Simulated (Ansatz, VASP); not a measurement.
F: VASP beside Ansatz

INCAR

```
SYSTEM = F
PREC = Accurate
ENCUT = 520
EDIFF = 1E-6
ISMEAR = -1
SIGMA = 0.05
LREAL = .FALSE.
LASPH = .TRUE.
NELM = 60
ALGO = Normal
ISIF = 2
LWAVE = .FALSE.
LCHARG = .FALSE.
GGA = PE
NBANDS = 14
```

File KPOINTS:

```
regular mesh
0
G
  18 18 10
  0 0 0
```

Contents of POSCAR:

```
F
1.0
    2.6826912279      0.0000000000      0.0000000000
   -1.3413456140      2.3232787539      0.0000000000
    0.0000000000      0.0000000000      2.8940946812
F
2
Direct
    0.3333333333      0.6666666667      0.2500000000
    0.6666666667      0.3333333333      0.7500000000
```

Input for Ansatz:

```yaml
crystal:
  lattice:
    - [2.6826912279, 0.0, 0.0]
    - [-1.341345614, 2.3232787539, 0.0]
    - [0.0, 0.0, 2.8940946812]
  atoms:
    - { symbol: F, position: [0.3333333333, 0.6666666667, 0.25] }
    - { symbol: F, position: [0.6666666667, 0.3333333333, 0.75] }
kpoints:
  mp_grid: { grid: [18, 18, 10] }
scf:
  occupations: { method: fermi_dirac, width: 0.05 }
hamiltonian:
  xc: pbe
  pseudopotentials: { kind: all_electron, lapw: { basis_error: 0.001 } }
output:
  forces: true
  stress: true
  eigenvalues: true
  populations: true
```

Change from the starting cell: volume scaled by 0.85, LAPW.

Alike in both runs: task single point; functional PBE; k mesh 18 × 18 × 10; occupations fermi-dirac, width 0.05 eV; no spin polarisation.

|  | VASP | Ansatz |
| --- | --- | --- |
| version | VASP 6.6.1 | Ansatz 0.2.0 |
| potentials or method | VASP PAW PBE potentials, release 64 (F), cutoff 520 eV | all-electron LAPW, scalar-relativistic |

Ansatz gave:

* pressure (GPa): 12.2

Q: Estimate VASP's values.

A: Pressure (GPa): 11.3.

Ansatz ran all-electron here, and VASP with PAW potentials.
